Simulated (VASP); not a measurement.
Wanted: the native input for a VASP 6.6.1 run.

- Task: single point
- Functional: PBEsol
- Potentials or basis: VASP PAW PBE potentials, release 64 (Mo_sv, S)
- Cutoff: 520 eV
- k mesh: 14 × 14 × 14
- Occupations: gaussian, width 0.1 eV
- Spin: no spin polarisation
- Dipole correction: no
- Further INCAR settings: ALGO = Normal; EDIFF = 1e-06; NBANDS = 17

The structure of MoS lies in POSCAR:

```
MoS
1.0
    0.0000000000      2.4478204267      2.4478204267
    2.4478204267      0.0000000000      2.4478204267
    2.4478204267      2.4478204267      0.0000000000
Mo S
1 1
Direct
    0.0000000000      0.0000000000      0.0000000000
    0.5000000000      0.5000000000      0.5000000000
```

One way to write it, as run:

INCAR

```
SYSTEM = MoS
PREC = Accurate
ENCUT = 520
EDIFF = 1E-6
ISMEAR = 0
SIGMA = 0.1
LREAL = .FALSE.
LASPH = .TRUE.
NELM = 100
ALGO = Normal
ISIF = 2
LWAVE = .FALSE.
LCHARG = .FALSE.
GGA = PS
NBANDS = 17
```

KPOINTS

```
Automatic mesh
0
G
  14 14 14
  0 0 0
```

Potentials or basis: VASP PAW PBE potentials, release 64 (Mo_sv, S).

Launch:

```sh
$ cat potpaw_PBE.64/Mo_sv/POTCAR potpaw_PBE.64/S/POTCAR > POTCAR
$ mpirun -np 1 vasp_std > vasp.out
```

It gave:

```json
{"Pressure": "0.3 GPa", "Band gap on the k mesh": "zero (bands 10 and 11 overlap by 3.00 eV)"}
```

Caveat: the PAW data sets were made with another functional, which shifts forces and pressure a little.

Wall time 87 s on 1 thread of Intel Xeon 8259CL (shared host), peak memory 0.19 GiB.
